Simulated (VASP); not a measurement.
# KMo2 (P-4m2) in VASP: notebook, part 2 of 2

VASP 6.6.1. Earlier steps stand in the parts before.

**4. Single point, PBE (atoms taken out)**

INCAR reads:

```
SYSTEM = KMo2
  PREC = Accurate
  ENCUT = 520
  EDIFF = 1E-6
  ISMEAR = 0
  SIGMA = 0.1
  LREAL = .FALSE.
  LASPH = .TRUE.
  NELM = 80
  ALGO = Normal
  ISIF = 2
  LWAVE = .FALSE.
  LCHARG = .FALSE.
  GGA = PE
  NBANDS = 26
```

KPOINTS reads:

```
regular mesh
0
G
  6 6 4
  0 0 0
```

POSCAR reads:

```
KMo2
1.0
    3.2110499998      0.0000000000      0.0000000000
    0.0000000000      3.2110499998      0.0000000000
    0.0000000000      0.0000000000      7.5120349319
K Mo
1 2
Direct
    0.0000000000      0.0000000000      0.0000000000
    0.5000000000      0.0000000000      0.5757820108
    0.0000000000      0.5000000000      0.4242179892
```

The run is started by

```bash
$ cat potpaw_PBE.64/K_sv/POTCAR potpaw_PBE.64/Mo_sv/POTCAR > POTCAR
$ mpirun -np 1 vasp_std > vasp.out
```

Wall time 61 s (1 thread of Intel Xeon 8259CL, shared host); peak memory 0.2 GiB.

Results (log left out):

- Free energy: -19.7355 eV
- Pressure: 0.3 GPa
- Largest force: 0.043 eV/Å
- Band gap on the k mesh: zero (an odd number of electrons rules out a gap without spin polarisation)

Forces on the atoms (eV/Å):
```
K    0.000  0.000  0.000
Mo   0.000  0.000  0.043
Mo   0.000  0.000 -0.043
```

Levels at points of the mesh, in eV from the Fermi level:
```
           k point  band 15  band 16  band 17  band 18  band 19  band 20  band 21  band 22
(0.00, 0.00, 0.00)    -2.67    -1.52    -1.31    -0.36     0.13     0.13     1.20     1.20
(0.50, 0.00, 0.00)    -1.91    -1.90    -1.42    -1.28     0.41     1.30     2.79     2.83
(0.50, 0.50, 0.00)    -1.34    -1.32    -0.47    -0.44     0.91     0.91     0.92     2.56
(0.00, 0.00, 0.50)    -2.83    -1.99    -1.31    -0.24     0.12     0.12     1.23     1.23
(0.50, 0.00, 0.50)    -1.91    -1.90    -1.45    -1.10     0.65     0.77     2.67     2.82
(0.50, 0.50, 0.50)    -1.29    -1.27    -0.72    -0.63     0.92     0.92     1.56     2.56
```

Caveat: the cell differs from its parent crystal (atoms taken out).

**5. Single point, PBE, collinear spin (atoms taken out)**

INCAR reads:

```
SYSTEM = KMo2
PREC = Accurate
ENCUT = 520
EDIFF = 1E-7
ISMEAR = 0
SIGMA = 0.1
LREAL = .FALSE.
LASPH = .TRUE.
NELM = 150
ALGO = Fast
ISIF = 2
LWAVE = .FALSE.
LCHARG = .FALSE.
ISPIN = 2
MAGMOM = 0 1 1
LORBIT = 11
LMAXMIX = 4
GGA = PE
NBANDS = 30
```

KPOINTS reads:

```
Automatic mesh
0
G
  6 6 2
  0 0 0
```

POSCAR is that of step 4.

The run is started by

```bash
$ cat potpaw_PBE.64/K_sv/POTCAR potpaw_PBE.64/Mo_sv/POTCAR > POTCAR
$ mpirun -np 1 vasp_std > vasp.out
```

It took 2.8 min on 1 thread of Intel Xeon 8259CL, shared host; peak memory 0.24 GiB.

The run converged. Its results:

```yaml
Free_energy: -19.7359 eV
Pressure: 0.4 GPa
Largest_force: 0.004 eV/Å
Net_moment: 0.00 μB per cell
Valence_electrons_inside_the_program's_atomic_spheres: K 7.59; Mo 12.54
```

Forces in eV/Å, atoms in the order of the input:
```
K    0.000  0.000  0.000
Mo   0.000  0.000 -0.004
Mo   0.000  0.000  0.004
```

Stress tensor (GPa, compression positive):
```
0.43 0.00 0.00
0.00 0.43 0.00
0.00 0.00 0.31
```

Levels at points of the mesh, in eV from the Fermi level:
Spin up:
```csv
k point,band 14,band 15,band 16,band 17,band 18,band 19,band 20,band 21,band 22,band 23
"(0.00, 0.00, 0.00)",-4.49,-2.69,-1.54,-1.32,-0.38,0.12,0.12,1.19,1.19,1.48
"(0.50, 0.00, 0.00)",-3.62,-1.92,-1.91,-1.44,-1.29,0.38,1.29,2.77,2.81,3.04
"(0.50, 0.50, 0.00)",-2.50,-1.35,-1.33,-0.48,-0.46,0.89,0.90,0.90,2.56,2.56
"(0.00, 0.00, 0.50)",-4.49,-2.84,-2.01,-1.32,-0.26,0.11,0.11,1.22,1.22,1.36
"(0.50, 0.00, 0.50)",-3.63,-1.91,-1.91,-1.47,-1.11,0.63,0.75,2.66,2.80,3.05
"(0.50, 0.50, 0.50)",-2.53,-1.30,-1.28,-0.73,-0.64,0.90,0.90,1.53,2.56,2.56
```
Spin down:
```csv
k point,band 15,band 16,band 17,band 18,band 19,band 20,band 21,band 22
"(0.00, 0.00, 0.00)",-2.69,-1.54,-1.32,-0.38,0.12,0.12,1.19,1.19
"(0.50, 0.00, 0.00)",-1.92,-1.91,-1.44,-1.29,0.38,1.29,2.77,2.81
"(0.50, 0.50, 0.00)",-1.35,-1.33,-0.48,-0.46,0.89,0.90,0.90,2.56
"(0.00, 0.00, 0.50)",-2.84,-2.01,-1.32,-0.26,0.11,0.11,1.22,1.22
"(0.50, 0.00, 0.50)",-1.91,-1.91,-1.47,-1.11,0.63,0.75,2.66,2.80
"(0.50, 0.50, 0.50)",-1.30,-1.28,-0.73,-0.64,0.90,0.90,1.53,2.56
```

Caveat: the k points lie up to 0.42 Å⁻¹ apart; the cell differs from its parent crystal (atoms taken out).

**6. Relaxation of cell and atoms, PBE (atoms taken out)**

INCAR reads:

```
  ALGO = Normal
  EDIFF = 1E-6
  EDIFFG = -0.04
  ENCUT = 600
  GGA = PE
  IBRION = 2
  ISIF = 3
  ISMEAR = 0
  LASPH = True
  LCHARG = False
  LREAL = False
  LWAVE = False
  NELM = 100
  NSW = 90
  PREC = Accurate
  SIGMA = 0.1
```

KPOINTS reads:

```
k-points
0
Gamma
  6 6 4
```

POSCAR reads:

```
KMo2
1.0
    3.2624746883      0.0000000000      0.0000000000
    0.0000000000      3.2624746883      0.0000000000
    0.0000000000      0.0000000000      7.3976463093
K Mo
1 2
Direct
    0.0000000000      0.0000000000      0.0000000000
    0.5000000000      0.0000000000      0.5708675394
    0.0000000000      0.5000000000      0.4291324606
```

Potentials or basis: VASP PAW PBE potentials, release 64 (K_sv, Mo_sv).

The run is started by

```bash
$ cat potpaw_PBE.64/K_sv/POTCAR potpaw_PBE.64/Mo_sv/POTCAR > POTCAR
$ mpirun -np 1 vasp_std > vasp.out
```

Run time: 3.3 min. Hardware: 1 thread of Intel Xeon 8259CL, shared host; peak memory 0.25 GiB.

Results (log left out):

```
Free energy                           : -19.7361 eV
Relaxed volume                        : 25.90 Å³/atom
Relaxed cell                          : a = 3.214 Å, b = 3.214 Å, c = 7.523 Å, α = 90.00°, β = 90.00°, γ = 90.00°
Space group after relaxing (to 0.1 Å) : P-4m2 (No. 115)
Energy gained by relaxing             : 13.8 meV/atom
Ionic steps                           : 5
Pressure after relaxing               : 0.1 GPa
Band gap on the k mesh                : zero (an odd number of electrons rules out a gap without spin polarisation)
```

Forces in eV/Å, atoms in the order of the input:
```
K    0.000  0.000  0.000
Mo   0.000  0.000  0.002
Mo   0.000  0.000 -0.002
```

Stress tensor (GPa, compression positive):
```
0.00 0.00 0.00
0.00 0.00 0.00
0.00 0.00 0.17
```

The path:
```tsv
step	energy change (eV)	largest force (eV/Å)	pressure (GPa)	volume (Å³)
1	0.0000	0.6693	0.03	78.74
2	-0.0351	0.1030	-1.14	78.77
3	-0.0353	0.1382	-1.20	78.78
4	-0.0343	0.1792	1.53	76.55
5	-0.0414	0.0021	0.06	77.70
```

Final structure:
```
K Mo
1.0
     3.21379    0.00000    0.00000
     0.00000    3.21379    0.00000
     0.00000    0.00000    7.52283
K Mo
1 2
Direct
  0.00000 0.00000 0.00000
  0.50000 0.00000 0.57581
  0.00000 0.50000 0.42419
```

Levels at points of the mesh, in eV from the Fermi level:
```
           k point  band 14  band 15  band 16  band 17  band 18  band 19  band 20  band 21  band 22
(0.00, 0.00, 0.00)    -4.47    -2.67    -1.52    -1.30    -0.36     0.13     0.13     1.20     1.20
(0.50, 0.00, 0.00)    -3.60    -1.90    -1.89    -1.42    -1.27     0.41     1.30     2.78     2.82
(0.50, 0.50, 0.00)    -2.48    -1.34    -1.32    -0.46    -0.44     0.91     0.91     0.92     2.55
(0.00, 0.00, 0.50)    -4.46    -2.82    -1.98    -1.30    -0.24     0.12     0.12     1.23     1.23
(0.50, 0.00, 0.50)    -3.61    -1.90    -1.89    -1.45    -1.10     0.65     0.76     2.67     2.81
(0.50, 0.50, 0.50)    -2.52    -1.29    -1.27    -0.71    -0.62     0.92     0.92     1.56     2.55
```

Caveat: the cell differs from its parent crystal (atoms taken out).

**7. Single point, PBE (atoms taken out)**

INCAR reads:

```
SYSTEM = KMo2
PREC = Accurate
ENCUT = 520
EDIFF = 1E-7
ISMEAR = 0
SIGMA = 0.1
LREAL = .False.
LASPH = .True.
NELM = 80
ALGO = Fast
ISIF = 2
LWAVE = .False.
LCHARG = .True.
GGA = PE
LELF = .True.
LVHAR = .True.
NBANDS = 26
```

KPOINTS reads:

```
regular mesh
0
Gamma
  14 14 6
  0 0 0
```

POSCAR reads:

```
KMo2
1.0
    3.2052961846      0.0000000000      0.0000000000
    0.0000000000      3.2052961846      0.0000000000
    0.0000000000      0.0000000000      7.5571964688
K Mo
1 2
Direct
    0.0000000000      0.0000000000      0.0000000000
    0.5000000000      0.0000000000      0.5763386290
    0.0000000000      0.5000000000      0.4236613710
```

The run is started by

```bash
$ cat potpaw_PBE.64/K_sv/POTCAR potpaw_PBE.64/Mo_sv/POTCAR > POTCAR
$ mpirun -np 1 vasp_std > vasp.out
```

Wall time 8.1 min (1 thread of Intel Xeon 8259CL, shared host); peak memory 0.37 GiB.

The run converged. Its results:

| Quantity | Value |
| --- | --- |
| Free energy | -19.7433 eV |
| Pressure | 0.2 GPa |
| Largest force | 0.046 eV/Å |
| Band gap on the k mesh | zero (an odd number of electrons rules out a gap without spin polarisation) |

Forces in eV/Å, atoms in the order of the input:
```
K    0.000  0.000  0.000
Mo   0.000  0.000  0.046
Mo   0.000  0.000 -0.046
```

Stress tensor (GPa, compression positive):
```
0.24 0.00 0.00
0.00 0.24 0.00
0.00 0.00 0.15
```

Levels at points of the mesh, in eV from the Fermi level:
| k point | band 16 | band 17 | band 18 | band 19 | band 20 | band 21 |
| --- | --- | --- | --- | --- | --- | --- |
| (0.00, 0.00, 0.00) | -1.57 | -1.26 | -0.45 | 0.08 | 0.08 | 1.23 |
| (0.50, 0.00, 0.00) | -1.90 | -1.45 | -1.30 | 0.35 | 1.24 | 2.75 |
| (0.50, 0.50, 0.00) | -1.41 | -0.45 | -0.42 | 0.84 | 0.92 | 0.92 |
| (0.00, 0.00, 0.50) | -2.06 | -1.26 | -0.26 | 0.07 | 0.07 | 1.25 |
| (0.50, 0.00, 0.50) | -1.90 | -1.48 | -1.12 | 0.59 | 0.72 | 2.64 |
| (0.50, 0.50, 0.50) | -1.36 | -0.71 | -0.61 | 0.93 | 0.93 | 1.48 |

Caveat: the cell differs from its parent crystal (atoms taken out).

**8. Overview**

```tsv
task	spin	cell	k mesh	cutoff (eV)	gap on the mesh (eV)	pressure (GPa)	largest force (eV/Å)
single point	off	a = 3.262, b = 3.262, c = 7.398 Å, 3 atoms, atomic positions A	4 × 4 × 4	520	none	0.2	0.02
single point	off	a = 4.032, b = 4.032, c = 5.702 Å, 3 atoms, atomic positions B	4 × 4 × 4	520	none	-9.1	2.24
single point	off	a = 3.211, b = 3.211, c = 7.512 Å, 3 atoms, atomic positions C	6 × 6 × 4	520	none	0.3	0.04
single point	collinear	a = 3.211, b = 3.211, c = 7.512 Å, 3 atoms, atomic positions C	6 × 6 × 2	520	none	0.4	-
relaxation of cell and atoms	off	relaxed from a = 3.262, b = 3.262, c = 7.398 Å, 3 atoms, atomic positions A	6 × 6 × 4	600	none	0.1	-
single point	off	a = 3.205, b = 3.205, c = 7.557 Å, 3 atoms, atomic positions C	14 × 14 × 6	520	none	0.2	0.05
```

Alike in all rows: level PBE; potentials or basis VASP PAW PBE potentials, release 64 (K_sv, Mo_sv); smearing gaussian 0.1 eV.

Caveats: some runs use coarse meshes; forces of over 1 eV/Å act on the atoms, so gaps and moduli don't describe the material at rest (at least some runs).

Absolute energies hang on the potentials; compare differences alone.
